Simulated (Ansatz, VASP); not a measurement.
## Si in VASP and in Ansatz

```
Si
1.0
     2.71547   -2.71547    0.00000
     2.71547    0.00000   -2.71547
     6.51713    4.34475    5.43094
Si
6
Direct
  0.45001 0.66667 0.54163
  0.91668 0.00000 0.20830
  0.98335 0.33333 0.87497
  0.35001 0.66667 0.79163
  0.81668 0.00000 0.45830
  0.28335 0.33333 0.12497
```

Alike in both runs: task single point; functional PBE; k mesh 8 × 8 × 3; occupations gaussian, width 0.05 eV; no spin polarisation.

|  | VASP | Ansatz |
| --- | --- | --- |
| version | VASP 6.6.1 | Ansatz 0.2.0 |
| potentials or method | VASP PAW PBE potentials, release 64 (Si), cutoff 520 eV | scalar-relativistic, plane waves, PAW |
| valence electrons in the cell | 24 | 24 |

Ansatz gave:

| Property | Result |
| --- | --- |
| gap on the k mesh at the Fermi level (eV) | none |
| pressure (GPa) | 0.3 |
| traceless stress, the component that is largest in VASP (GPa) | -4.40 |
| rms of the force components (eV/Å) | 0.363 |

Question: What did VASP give for the same quantities?

Answer: gap on the k mesh at the Fermi level (eV): none; pressure (GPa): 0.2; traceless stress, the component that is largest in VASP (GPa): -4.40; rms of the force components (eV/Å): 0.362.

Atom by atom the forces differ by 0.002 eV/Å (rms over components). A gap of «none» marks a metal or a gap that the smearing closes.
